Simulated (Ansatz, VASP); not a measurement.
One calculation of SiC, two programs

```xyz
4
Lattice="3.0760 0.0000 0.0000 -1.5380 2.6639 0.0000 0.0000 0.0000 5.0480" Properties=species:S:1:pos:R:3 pbc="T T T"
Si    0.0000    1.7759    0.0227
Si    1.5380    0.8880    2.5467
C     0.0000    1.7759    1.9208
C     1.5380    0.8880    4.4448
```

Alike in both runs: task electric field gradients; functional PBEsol; k mesh 16 × 16 × 9; occupations fermi-dirac, width 0.02 eV; no spin polarisation.

|  | VASP | Ansatz |
| --- | --- | --- |
| version | VASP 6.6.1 | Ansatz 0.2.0 |
| potentials or method | VASP PAW PBE potentials, release 64 (Si, C) | plane-wave PAW, scalar-relativistic |
| plane-wave cutoff (eV) | 520 | 420 |
| valence electrons in the cell | 16 | 16 |

Ansatz gave:

* gap on the k mesh at the Fermi level (eV): 2.19
* pressure (GPa): 0.0
* traceless stress, the component that is largest in VASP (GPa): -0.09
* rms of the force components (eV/Å): 0.010
* size of Vzz on the site where it differs most (V/Å²): 3.3

Estimate VASP's values.

gap on the k mesh at the Fermi level (eV): 2.18; pressure (GPa): 0.3; traceless stress, the component that is largest in VASP (GPa): -0.09; rms of the force components (eV/Å): 0.011; size of Vzz on the site where it differs most (V/Å²): 3.4.

VASP's potentials were made for PBE, not for PBEsol. Atom by atom the forces differ by 0.001 eV/Å (rms over components).
